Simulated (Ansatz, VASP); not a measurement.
Ru: VASP beside Ansatz

Contents of POSCAR:

```
Ru
1.0
    2.9222632810      0.0000000000      0.0000000000
   -1.4611316405      2.5307542379      0.0000000000
    0.0000000000      0.0000000000      3.9393480000
Ru
2
Direct
    0.3333333333      0.6666666667      0.2500000000
    0.6666666667      0.3333333333      0.7500000000
```

Contents of INCAR.step1:

```
PREC = Accurate
ENCUT = 520
ISMEAR = 0
SIGMA = 0.15
LREAL = False
LASPH = True
NELM = 100
NBANDS = 21
GGA = PE
ALGO = Normal
EDIFF = 1E-4
LWAVE = True
LCHARG = False
```

Contents of INCAR.step2:

```
PREC = Accurate
ENCUT = 520
EDIFF = 1E-6
ISMEAR = 0
SIGMA = 0.15
LREAL = False
LASPH = True
NELM = 100
ALGO = Normal
ISIF = 2
LWAVE = False
LCHARG = False
METAGGA = R2SCAN
LMIXTAU = True
NBANDS = 21
ISTART = 1
```

Contents of KPOINTS:

```
Automatic mesh
0
Gamma
  24 24 12
```

Input for Ansatz:

```yaml
crystal:
  lattice:
    - [2.922263281, 0.0, 0.0]
    - [-1.4611316405, 2.5307542379, 0.0]
    - [0.0, 0.0, 3.939348]
  atoms:
    - { symbol: Ru, position: [0.3333333333, 0.6666666667, 0.25] }
    - { symbol: Ru, position: [0.6666666667, 0.3333333333, 0.75] }
basis:
  ecutwfc: 500
kpoints:
  mp_grid: { grid: [24, 24, 12] }
hamiltonian:
  xc: r2scan
scf:
  occupations: { method: gaussian, width: 0.15 }
output:
  forces: true
  stress: true
  eigenvalues: true
```

Change from the starting cell: strain +0.080 along x and y, -0.080 along z, atoms carried along.

Alike in both runs: task single point; functional r2SCAN; k mesh 24 × 24 × 12; occupations gaussian, width 0.15 eV; no spin polarisation.

|  | VASP | Ansatz |
| --- | --- | --- |
| version | VASP 6.6.1 | Ansatz 0.2.0 |
| potentials or method | VASP PAW PBE potentials, release 64 (Ru_pv), cutoff 520 eV | scalar-relativistic, plane waves, PAW |
| valence electrons in the cell | 28 | 32 |

VASP gave:

| Property | Result |
| --- | --- |
| gap on the k mesh at the Fermi level (eV) | none |
| pressure (GPa) | -11.7 |
| traceless stress, the component that is largest in VASP (GPa) | 29.43 |

Problem. Estimate Ansatz's values.

Solution. gap on the k mesh at the Fermi level (eV): none; pressure (GPa): -12.8; traceless stress, the component that is largest in VASP (GPa): 29.12.

VASP's potentials were made for PBE, not for r2SCAN. A gap of «none» marks a metal or a gap that the smearing closes. VASP's potentials hold 28 valence electrons a cell and Ansatz's 32, so a difference there can come from the potentials and not from the codes.
